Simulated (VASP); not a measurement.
Input of a VASP 6.6.1 run:

Contents of POSCAR:

```
Rh
1.0
    0.0000000000      1.8999524445      1.8999524445
    1.8999524445      0.0000000000      1.8999524445
    1.8999524445      1.8999524445      0.0000000000
Rh
1
Direct
    0.0000000000      0.0000000000      0.0000000000
```

File INCAR.step1:

```
SYSTEM = Rh
PREC     = Accurate       ! precision mode
ENCUT    = 580            ! plane-wave cutoff, eV
ISMEAR   = 0              ! smearing method
SIGMA    = 0.1            ! smearing width, eV
LREAL    = .FALSE.        ! projectors in reciprocal space
LASPH    = .TRUE.         ! aspherical terms in the spheres
NELM     = 120            ! most SCF steps
NBANDS   = 14             ! bands
GGA      = PE             ! functional
ALGO     = Normal         ! electronic algorithm
EDIFF    = 1E-5           ! SCF threshold, eV
LWAVE    = .TRUE.         ! write WAVECAR
LCHARG   = .FALSE.        ! write CHGCAR
GGA_COMPAT= .FALSE.
```

Contents of INCAR.step2:

```
SYSTEM = Rh
PREC     = Accurate       ! precision mode
ENCUT    = 580            ! plane-wave cutoff, eV
EDIFF    = 1E-6           ! SCF threshold, eV
ISMEAR   = 0              ! smearing method
SIGMA    = 0.1            ! smearing width, eV
LREAL    = .FALSE.        ! projectors in reciprocal space
LASPH    = .TRUE.         ! aspherical terms in the spheres
NELM     = 120            ! most SCF steps
ALGO     = Normal         ! electronic algorithm
ISIF     = 2              ! what is computed and relaxed
LWAVE    = .FALSE.        ! write WAVECAR
LCHARG   = .FALSE.        ! write CHGCAR
METAGGA  = R2SCAN         ! meta-GGA
LMIXTAU  = .TRUE.       
NBANDS   = 14             ! bands
ISTART   = 1            
GGA_COMPAT= .FALSE.
```

KPOINTS

```
Automatic mesh
0
G
  18 18 18
  0 0 0
```

Potentials or basis: VASP PAW PBE potentials, release 64 (Rh_sv_GW).

The run is started by

```bash
$ cat potpaw_PBE.64/Rh_sv_GW/POTCAR > POTCAR
$ cp INCAR.step1 INCAR
$ mpirun -np 1 vasp_std > vasp.out
$ cp INCAR.step2 INCAR
$ mpirun -np 1 vasp_std > vasp.out
```

(1) Predict the pressure.

## Answers

(1) -1.6 GPa.

Caveat: the PAW data sets were made with another functional, which shifts forces and pressure a little.
